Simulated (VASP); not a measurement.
A run of VASP 6.6.1:

The input POSCAR:

```
CaSe
1.0
    0.0000000000      2.9160491567      2.9160491567
    2.9160491567      0.0000000000      2.9160491567
    2.9160491567      2.9160491567      0.0000000000
Se Ca
1 1
Direct
    0.5000000000      0.5000000000      0.5000000000
    0.0000000000      0.0000000000      0.0000000000
```

File INCAR.step1:

```
SYSTEM = CaSe
ALGO     = Normal         ! electronic algorithm
EDIFF    = 1E-4           ! SCF threshold, eV
ENCUT    = 520            ! plane-wave cutoff, eV
GGA      = PE             ! functional
ISMEAR   = -1             ! smearing method
LASPH    = .TRUE.         ! aspherical terms in the spheres
LCHARG   = .FALSE.        ! write CHGCAR
LREAL    = .FALSE.        ! projectors in reciprocal space
LWAVE    = .TRUE.         ! write WAVECAR
NBANDS   = 15             ! bands
NELM     = 80             ! most SCF steps
PREC     = Accurate       ! precision mode
SIGMA    = 0.05           ! smearing width, eV
```

File INCAR.step2:

```
SYSTEM = CaSe
ALGO     = Normal         ! electronic algorithm
EDIFF    = 1E-6           ! SCF threshold, eV
ENCUT    = 520            ! plane-wave cutoff, eV
ISIF     = 2              ! what is computed and relaxed
ISMEAR   = -1             ! smearing method
ISTART   = 1            
LASPH    = .TRUE.         ! aspherical terms in the spheres
LCHARG   = .FALSE.        ! write CHGCAR
LMIXTAU  = .TRUE.       
LREAL    = .FALSE.        ! projectors in reciprocal space
LWAVE    = .FALSE.        ! write WAVECAR
METAGGA  = R2SCAN         ! meta-GGA
NBANDS   = 15             ! bands
NELM     = 80             ! most SCF steps
PREC     = Accurate       ! precision mode
SIGMA    = 0.05           ! smearing width, eV
```

The input KPOINTS:

```
k-points
0
G
  8 8 8
  0 0 0
```

Potentials or basis: VASP PAW PBE potentials, release 64 (Se, Ca_sv).

The run is started by

```sh
$ cat potpaw_PBE.64/Se/POTCAR potpaw_PBE.64/Ca_sv/POTCAR > POTCAR
$ cp INCAR.step1 INCAR
$ mpirun -np 1 vasp_std > vasp.out
$ cp INCAR.step2 INCAR
$ mpirun -np 1 vasp_std > vasp.out
```

Hardware: 1 thread of Intel(R) Xeon(R) 6975P-C (Granite Rapids), on a shared host.

Problem. Estimate the wall time of this run.

Solution. Run time: 36 s on 1 thread of Intel(R) Xeon(R) 6975P-C (Granite Rapids), with other jobs on the host, peak memory 0.19 GiB. Counts: k points 29.
